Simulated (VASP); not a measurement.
# GdN (P-6m2) in VASP: a series of runs

The runs below take GdN through single point, with r2SCAN+U.

All numbers are computed with VASP 6.6.1; they aren't measurements. Logs are shortened: lines on timing, memory, paths and dates and some standing lists are left out, and cuts for length are marked.

**1. The cell of the first run**

The structure is hexagonal, space group P-6m2 (No. 187). Conventional cell: a = 3.326 Å, b = 3.326 Å, c = 3.246 Å, α = 90.00°, β = 90.00°, γ = 120.00°. Gd (site symmetry -6m2) has 6 N at 2.51 Å and 8 Gd at 3.25 to 3.33 Å within 3.4 Å. N (site symmetry -6m2) has 6 Gd at 2.51 Å and 8 N at 3.25 to 3.33 Å within 3.4 Å.

**2. Single point, r2SCAN+U, collinear spin, ferromagnetic start**

POSCAR reads:

```
GdN
1.0
    3.3263568600      0.0000000000      0.0000000000
   -1.6631784300      2.8807095500      0.0000000000
    0.0000000000      0.0000000000      3.2463595000
Gd N
1 1
Direct
    0.0000000000      0.0000000000      0.0000000000
    0.6666666667      0.3333333333      0.5000000000
```

INCAR.step1 reads:

```
PREC = Accurate ; ENCUT = 520
ISMEAR = 0 ; SIGMA = 0.05
LREAL = F ; LASPH = T
NELM = 150 ; ISPIN = 2
MAGMOM = 7 0 ; LMAXMIX = 6
LDAU = T ; LDAUTYPE = 2
LDAUL = 3 -1 ; LDAUU = 3 0
LDAUJ = 0 0 ; NBANDS = 22
GGA = PE ; ALGO = Normal
EDIFF = 1E-4 ; LWAVE = T
LCHARG = F
```

INCAR.step2 reads:

```
PREC = Accurate ; ENCUT = 520
EDIFF = 1E-7 ; ISMEAR = 0
SIGMA = 0.05 ; LREAL = F
LASPH = T ; NELM = 150
ALGO = Normal ; ISIF = 2
LWAVE = F ; LCHARG = F
ISPIN = 2 ; MAGMOM = 7 0
LORBIT = 11 ; LMAXMIX = 6
LDAU = T ; LDAUTYPE = 2
LDAUL = 3 -1 ; LDAUU = 3 0
LDAUJ = 0 0 ; LDAUPRINT = 1
METAGGA = R2SCAN ; LMIXTAU = T
NBANDS = 22 ; ISTART = 1
```

KPOINTS reads:

```
regular mesh
0
Gamma
  7 7 6
```

Potentials or basis: VASP PAW PBE potentials, release 64 (Gd, N).

Launch:

```
$ cat potpaw_PBE.64/Gd/POTCAR potpaw_PBE.64/N/POTCAR > POTCAR
$ cp INCAR.step1 INCAR
$ mpirun -np 1 vasp_std > vasp.out
$ cp INCAR.step2 INCAR
$ mpirun -np 1 vasp_std > vasp.out
```

OUTCAR:

```text
PREC = Accurate
   ENCUT = 520
   EDIFF = 1E-7
   ISMEAR = 0
   LREAL = F
   LASPH = T
   NELM = 150
   ISIF = 2
   ISPIN = 2
   LORBIT = 11
   METAGGA = R2SCAN
   ISTART = 1

 ion  position               nearest neighbor table
   1  0.000  0.000  0.000-   2 2.51   2 2.51   2 2.51   2 2.51   2 2.51   2 2.51
   2  0.667  0.333  0.500-   1 2.51   1 2.51   1 2.51   1 2.51   1 2.51   1 2.51

  LATTYP: Found a hexagonal cell.
 ALAT       =     3.3263568600
 C/A-ratio  =     0.9759504577

  Lattice vectors:

 A1 = (   3.3263568600,   0.0000000000,   0.0000000000)
 A2 = (  -1.6631784300,   2.8807095500,   0.0000000000)
 A3 = (   0.0000000000,   0.0000000000,   3.2463595000)

Analysis of symmetry for initial positions (statically):
=====================================================================
 Subroutine PRICEL returns:
 Original cell was already a primitive cell.

 Routine SETGRP: Setting up the symmetry group for a
 hexagonal supercell.

 Subroutine GETGRP returns: Found 12 space group operations
 (whereof 12 operations were pure point group operations)
 out of a pool of 24 trial point group operations.

The static configuration has the point symmetry D_3h.

Analysis of symmetry for dynamics (positions and initial velocities):
=====================================================================
 Subroutine PRICEL returns:
 Original cell was already a primitive cell.

 Routine SETGRP: Setting up the symmetry group for a
 hexagonal supercell.

 Subroutine GETGRP returns: Found 12 space group operations
 (whereof 12 operations were pure point group operations)
 out of a pool of 24 trial point group operations.

The dynamic configuration has the point symmetry D_3h.

Analysis of structural, dynamic, and magnetic symmetry:
=====================================================================
 Subroutine PRICEL returns:
 Original cell was already a primitive cell.

 Routine SETGRP: Setting up the symmetry group for a
 hexagonal supercell.

 Subroutine GETGRP returns: Found 12 space group operations
 (whereof 12 operations were pure point group operations)
 out of a pool of 24 trial point group operations.

The overall configuration has the point symmetry D_3h.

 Subroutine INISYM returns: Found 12 space group operations
 (whereof 12 operations are pure point group operations),
 and found     1 'primitive' translations

----------------------------------------------------------------------------------------

                                     Primitive cell

  volume of cell :      31.1075

  direct lattice vectors                    reciprocal lattice vectors
     3.326356860  0.000000000  0.000000000     0.300629199  0.173568349  0.000000000
    -1.663178430  2.880709550  0.000000000     0.000000000  0.347136698  0.000000000
     0.000000000  0.000000000  3.246359500     0.000000000  0.000000000  0.308037357

  length of vectors
     3.326356860  3.326356866  3.246359500     0.347136698  0.347136698  0.308037357

  position of ions in fractional coordinates (direct lattice)
     0.000000000  0.000000000  0.000000000
     0.666666667  0.333333333  0.500000000

  ion indices of the primitive-cell ions
   primitive index   ion index
                 1           1
                 2           2

----------------------------------------------------------------------------------------

 KPOINTS: regular mesh

Automatic generation of k-mesh.
 Grid dimensions read from file:
[... 70 lines left out ...]
   NFREE  =      0    steps in history (QN), initial steepest desc. (CG)
   ISIF   =      2    stress and relaxation
   ISYM   =      2    0-nonsym 1-usesym 2-fastsym
   POTIM  = 0.5000    time-step for ionic-motion
   TEBEG  =    0.0;   TEEND  =   0.0 temperature during run
   PSTRESS=    0.0 pullay stress
   NELECT =      23.0000    total number of electrons
   NUPDOWN=      -1.0000    fix difference up-down
   EMIN   =  10.00;   EMAX   =-10.00  energy-range for DOS
   EFERMI =   0.00;   METHOD = LEGACY
   ISMEAR =     0;   SIGMA  =   0.05  broadening in eV -4-tet -1-fermi 0-gaus
   EFERMI_NEDOS =   21; number of points for ismear=-14 and -15
   IALGO  =     38    algorithm
   IMIX   =      4    mixing-type and parameters
     AMIX     =   0.40;   BMIX     =  1.00
     AMIX_MAG =   1.60;   BMIX_MAG =  1.00
  volume/ion in A,a.u.               =      15.55       104.96
  Fermi-wavevector in a.u.,A,eV,Ry     =   1.480343  2.797443 29.816032  2.191417
  Thomas-Fermi vector in A             =   2.594389
   LORBIT       =     11    0 simple, 1 ext, 2 COOP (PROOUT), +10 PAW based schemes
 LDA+U is selected, type is set to LDAUTYPE =  2
   angular momentum for each species LDAUL =     3   -1
   U (eV)           for each species LDAUU =   3.0  0.0
   J (eV)           for each species LDAUJ =   0.0  0.0
   METAGGA = R2SCAN    functional components
   LHFCALC =     F    Hartree Fock is set to
   AEXX    =    0.0000 exact exchange contribution
   IVDW    =     0    specifies the selected vdW correction
   LEPSILON=     F    determine dielectric tensor
   LRPA    =     F    only Hartree local field effects (RPA)
 spin polarized calculation
 Gauss-broadening in eV      SIGMA  =   0.05
  energy-cutoff  :      520.00
  volume of cell :       31.11
 maximum number of plane-waves:       853
 NGX is ok and might be reduce to    28
   NGX = 13   NGY = 13   NGZ = 13

atom =   1  type =  1  l = 3

 onsite density matrix

spin component  1

  0.9888  0.0000  0.0000 -0.0000 -0.0000 -0.0000 -0.0000
  0.0000  0.9933 -0.0000 -0.0000  0.0000  0.0000  0.0000
  0.0000 -0.0000  0.9909 -0.0000  0.0000 -0.0000  0.0000
 -0.0000 -0.0000 -0.0000  0.9899 -0.0000  0.0000 -0.0000
 -0.0000  0.0000  0.0000 -0.0000  0.9909  0.0000  0.0000
 -0.0000  0.0000 -0.0000  0.0000  0.0000  0.9933 -0.0000
 -0.0000  0.0000  0.0000 -0.0000  0.0000 -0.0000  0.9895

spin component  2

  0.0037 -0.0000  0.0000  0.0000  0.0000 -0.0000 -0.0000
 -0.0000  0.0124  0.0000 -0.0000 -0.0000 -0.0000 -0.0000
  0.0000  0.0000  0.0080  0.0000 -0.0000  0.0000 -0.0000
  0.0000 -0.0000  0.0000  0.0053 -0.0000  0.0000 -0.0000
  0.0000 -0.0000 -0.0000 -0.0000  0.0080  0.0000  0.0000
 -0.0000 -0.0000  0.0000  0.0000  0.0000  0.0124 -0.0000
 -0.0000 -0.0000 -0.0000 -0.0000  0.0000 -0.0000  0.0045

 occupancies and eigenvectors

  o =  0.0037  v =  0.0000  0.0000  0.0000  0.0000  0.0000  0.0000  0.0000  1.0000  0.0000 -0.0000  0.0000 -0.0000  0.0000  0.0000      0.0000  0.0000  0.0000  0.0000  0.0000  0.0000  0.0000  0.0000  0.0000  0.0000  0.0000  0.0000  0.0000  0.0000
  o =  0.0045  v =  0.0000  0.0000  0.0000  0.0000  0.0000  0.0000  0.0000  0.0000  0.0000 -0.0000  0.0000  0.0000  0.0000 -1.0000      0.0000  0.0000  0.0000  0.0000  0.0000  0.0000  0.0000  0.0000  0.0000  0.0000  0.0000  0.0000  0.0000  0.0000
  o =  0.0053  v =  0.0000  0.0000  0.0000  0.0000  0.0000  0.0000  0.0000  0.0000 -0.0000  0.0000 -1.0000 -0.0000  0.0000 -0.0000      0.0000  0.0000  0.0000  0.0000  0.0000  0.0000  0.0000  0.0000  0.0000  0.0000  0.0000  0.0000  0.0000  0.0000
  o =  0.0080  v =  0.0000  0.0000  0.0000  0.0000  0.0000  0.0000  0.0000 -0.0000 -0.0000 -0.0000  0.0000 -1.0000  0.0000 -0.0000      0.0000  0.0000  0.0000  0.0000  0.0000  0.0000  0.0000  0.0000  0.0000  0.0000  0.0000  0.0000  0.0000  0.0000
  o =  0.0080  v =  0.0000  0.0000  0.0000  0.0000  0.0000  0.0000  0.0000  0.0000 -0.0000  1.0000  0.0000 -0.0000 -0.0000 -0.0000      0.0000  0.0000  0.0000  0.0000  0.0000  0.0000  0.0000  0.0000  0.0000  0.0000  0.0000  0.0000  0.0000  0.0000
  o =  0.0124  v =  0.0000  0.0000  0.0000  0.0000  0.0000  0.0000  0.0000 -0.0000  0.9994  0.0000  0.0000 -0.0000  0.0332  0.0000      0.0000  0.0000  0.0000  0.0000  0.0000  0.0000  0.0000  0.0000  0.0000  0.0000  0.0000  0.0000  0.0000  0.0000
  o =  0.0124  v =  0.0000  0.0000  0.0000  0.0000  0.0000  0.0000  0.0000  0.0000  0.0332 -0.0000 -0.0000 -0.0000 -0.9994 -0.0000      0.0000  0.0000  0.0000  0.0000  0.0000  0.0000  0.0000  0.0000  0.0000  0.0000  0.0000  0.0000  0.0000  0.0000
  o =  0.9888  v =  1.0000 -0.0000 -0.0000 -0.0000  0.0000  0.0000  0.0000  0.0000  0.0000  0.0000  0.0000  0.0000  0.0000  0.0000      0.0000  0.0000  0.0000  0.0000  0.0000  0.0000  0.0000  0.0000  0.0000  0.0000  0.0000  0.0000  0.0000  0.0000
  o =  0.9895  v = -0.0000  0.0000 -0.0000 -0.0000 -0.0000 -0.0000  1.0000  0.0000  0.0000  0.0000  0.0000  0.0000  0.0000  0.0000      0.0000  0.0000  0.0000  0.0000  0.0000  0.0000  0.0000  0.0000  0.0000  0.0000  0.0000  0.0000  0.0000  0.0000
  o =  0.9899  v = -0.0000 -0.0000 -0.0000 -1.0000 -0.0000  0.0000 -0.0000  0.0000  0.0000  0.0000  0.0000  0.0000  0.0000  0.0000      0.0000  0.0000  0.0000  0.0000  0.0000  0.0000  0.0000  0.0000  0.0000  0.0000  0.0000  0.0000  0.0000  0.0000
  o =  0.9909  v = -0.0000  0.0000 -0.0000 -0.0000  1.0000 -0.0000  0.0000  0.0000  0.0000  0.0000  0.0000  0.0000  0.0000  0.0000      0.0000  0.0000  0.0000  0.0000  0.0000  0.0000  0.0000  0.0000  0.0000  0.0000  0.0000  0.0000  0.0000  0.0000
  o =  0.9909  v = -0.0000  0.0000 -1.0000  0.0000 -0.0000 -0.0000 -0.0000  0.0000  0.0000  0.0000  0.0000  0.0000  0.0000  0.0000      0.0000  0.0000  0.0000  0.0000  0.0000  0.0000  0.0000  0.0000  0.0000  0.0000  0.0000  0.0000  0.0000  0.0000
  o =  0.9933  v =  0.0000  0.9986  0.0000 -0.0000 -0.0000 -0.0536 -0.0000  0.0000  0.0000  0.0000  0.0000  0.0000  0.0000  0.0000      0.0000  0.0000  0.0000  0.0000  0.0000  0.0000  0.0000  0.0000  0.0000  0.0000  0.0000  0.0000  0.0000  0.0000
  o =  0.9933  v =  0.0000 -0.0536  0.0000 -0.0000  0.0000 -0.9986 -0.0000  0.0000  0.0000  0.0000  0.0000  0.0000  0.0000  0.0000      0.0000  0.0000  0.0000  0.0000  0.0000  0.0000  0.0000  0.0000  0.0000  0.0000  0.0000  0.0000  0.0000  0.0000

 number of electron      23.0000004 magnetization       7.0000005

 Free energy of the ion-electron system (eV)
  ---------------------------------------------------
  ext. energy  EPLUGINS =         0.00000000
  ---------------------------------------------------
  free energy    TOTEN  =       -52.66067334 eV

  energy without entropy =      -52.66067184  energy(sigma->0) =      -52.66067259

 E-fermi :   3.9855     XC(G=0): -12.2039

 val. band max:        3.8634080527   @ k =   0.4286   0.0000   0.0000
 cond. band min:       4.1083467430   @ k =   0.1429   0.0000   0.0000
 fundamental gap:      0.2449386903
 Fermi energy:         3.9854725075

 spin component 1

 k-point     1 :       0.0000    0.0000    0.0000
  band No.  band energies     occupation
      1     -42.0455      1.00000
      2     -18.3050      1.00000
      3     -18.3049      1.00000
      4     -18.2124      1.00000
      5      -9.8014      1.00000
      6      -1.9581      1.00000
[... 1193 lines left out ...]
     21      17.3515      0.00000
     22      18.1776      0.00000

 [... further k-points ...]

------------------------ aborting loop because EDIFF is reached ----------------------------------------

  FORCE on cell =-STRESS in cart. coord.  units (eV):
  Direction    XX          YY          ZZ          XY          YZ          ZX
  --------------------------------------------------------------------------------------
  -------------------------------------------------------------------------------------
  Total        1.3998301      1.3998301     -4.4579309      0.0000000      0.0000000      0.0000000
  in kB       72.0976302     72.0976306   -229.6037595      0.0000000      0.0000000      0.0000000
  external PRESSURE =     -28.4694996 kB  Pullay stress =       0.0000000 kB

 VOLUME and BASIS-vectors are now :
 -----------------------------------------------------------------------------
  energy-cutoff  :      520.00
  volume of cell :       31.11
      direct lattice vectors                 reciprocal lattice vectors
     3.326356860  0.000000000  0.000000000     0.300629199  0.173568349  0.000000000
    -1.663178430  2.880709550  0.000000000     0.000000000  0.347136698  0.000000000
     0.000000000  0.000000000  3.246359500     0.000000000  0.000000000  0.308037357

 POSITION                                       TOTAL-FORCE (eV/Angst)
 -----------------------------------------------------------------------------------
      0.00000      0.00000      0.00000         0.000000     -0.000000      0.000000
      1.66318      0.96024      1.62318        -0.000000      0.000000      0.000000
 -----------------------------------------------------------------------------------
    total drift:                               -0.000000      0.000000      0.000000

  FREE ENERGIE OF THE ION-ELECTRON SYSTEM (eV)
  ---------------------------------------------------
  free  energy   TOTEN  =       -52.6606733368 eV

  energy  without entropy=      -52.6606718445  energy(sigma->0) =      -52.66067259

 total charge

# of ion       s       p       d       f       tot
--------------------------------------------------
    1        2.046   5.666   0.550   6.983  15.245
    2        1.248   2.414   0.000   0.000   3.661
--------------------------------------------------
tot          3.293   8.080   0.550   6.983  18.907

 magnetization (x)

# of ion       s       p       d       f       tot
--------------------------------------------------
    1       -0.007  -0.131   0.080   6.878   6.820
    2       -0.010  -0.102   0.000   0.000  -0.112
--------------------------------------------------
tot         -0.017  -0.232   0.080   6.878   6.708
```

Run time: 7 min. Hardware: 1 thread of Intel Xeon 8259CL, shared host; peak memory 0.21 GiB.

What came out:

* Free energy: -52.6607 eV
* Pressure: -2.8 GPa
* Band gap on the k mesh: 0.24 eV (least direct gap 0.38 eV)
* Net moment: 7.00 μB per cell
* Site moments: Gd +6.82; N -0.11 μB
* Valence electrons inside the program's atomic spheres: Gd 15.24; N 3.66

Eigenvalues of the final occupation matrices:
```tsv
site	spin	trace	eigenvalues
site 1 f	1	6.94	0.99 0.99 0.99 0.99 0.99 0.99 0.99
site 1 f	2	0.05	0.00 0.00 0.01 0.01 0.01 0.01 0.01
```

Caveat: the PAW data sets were made with another functional, which shifts forces and pressure a little; spin-orbit coupling is left out, which moves the levels of the heavy elements; an odd mesh through Γ misses points on the zone boundary, where band edges can lie; a cell with one magnetic atom can't hold antiferromagnetic order, which such compounds often take.

(Continued in part 2 of 2.)
